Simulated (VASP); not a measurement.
Runs of VASP 6.6.1 on PbSe. The structure is that of space group P6_3/mmc (No. 194), or close to it. The cells are those of the table. 

```csv
task,level,cell,cutoff (eV),gap on the mesh (eV),pressure (GPa)
single point,PBE,"a = 4.333, b = 4.333, c = 7.724 Å, angles 90.0, 90.0, 120.0°, 4 atoms",520,(b),-1.6
single point,PBE,"a = 4.427, b = 4.427, c = 7.827 Å, angles 90.0, 90.0, 120.0°, 4 atoms",520,0.53,(c)
single point,PBE,"a = 4.305, b = 4.305, c = 7.674 Å, angles 90.0, 90.0, 120.0°, 4 atoms",520,0.30,-0.9
single point,r2SCAN,"a = 4.271, b = 4.271, c = 7.644 Å, angles 90.0, 90.0, 120.0°, 4 atoms",520,0.43,-0.9
single point,PBE,"a = 4.386, b = 4.386, c = 7.755 Å, angles 90.0, 90.0, 120.0°, 4 atoms",520,0.48,-2.6
relaxation of shape and atoms at fixed volume,PBE,"relaxed from a = 4.299, b = 4.299, c = 7.695 Å, angles 90.0, 90.0, 120.0°, 4 atoms",600,0.30,-0.8
single point,PBE,"a = 4.271, b = 4.271, c = 7.644 Å, angles 89.5, 90.0, 120.0°, 4 atoms",520,(a),0.0
relaxation of shape and atoms at fixed volume,PBE,"relaxed from a = 4.177, b = 4.177, c = 7.551 Å, angles 90.0, 90.0, 120.0°, 4 atoms",600,none,2.8
```

Alike in all rows: potentials or basis VASP PAW PBE potentials, release 64 (Pb_d, Se); no spin polarisation; k mesh 8 × 8 × 6; smearing gaussian 0.05 eV.

Task: Fill in the values left out.

Result: (a) 0.21; (b) 0.36; (c) -3.4.

Caveats: spin-orbit coupling is left out, which moves the levels of the heavy elements; the cell stands under tension (at least some runs); the PAW data sets were made with another functional, which shifts forces and pressure a little (at least some runs); semilocal functionals underestimate gaps, so a narrow gap can read as zero (at least some runs).

A k mesh can miss the band edges, and the runs leave out spin-orbit coupling on Pb, Se.

A gap of «none» marks levels without a gap at the run's occupations.
